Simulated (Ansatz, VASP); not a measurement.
## Two plane-wave programs on Ni

```
Ni
1.0
     2.44755    0.00000    0.00000
    -1.22378    2.11964    0.00000
     0.00000    0.00000    4.01439
Ni
2
Direct
  0.33333 0.66667 0.25000
  0.66667 0.33333 0.75000
```

Alike in both runs: functional PBEsol; k mesh 14 × 14 × 8; occupations fermi-dirac, width 0.05 eV; collinear spin.

Ansatz relaxed the structure, and its values are those at the end. VASP's run is a single point on that final structure, the one shown.

|  | VASP | Ansatz |
| --- | --- | --- |
| version | VASP 6.6.1 | Ansatz 0.2.0 |
| potentials or method | VASP PAW PBE potentials, release 64 (Ni), cutoff 520 eV | plane waves (420 eV) with PAW, scalar-relativistic |
| valence electrons in the cell | 20 | 36 |

|  | VASP | Ansatz | Ansatz less VASP |
| --- | --- | --- | --- |
| pressure (GPa) | -0.9 | 0.0 | +0.96 |
| net moment per atom (μB) | 0.00 | 0.63 | +0.630 |
| size of the moment on the site where the two differ most (μB) | 0.14 | 0.66 | +0.520 |

The net moments are unlike, so the other rows may belong to different states. VASP's potentials were made for PBE, not for PBEsol, and Ansatz warns of the same on its side. Site moments also hang on the region over which each program counts them. VASP's potentials hold 20 valence electrons a cell and Ansatz's 36, so a difference there can come from the potentials and not from the codes. Ansatz's warnings: seeded moment not kept.
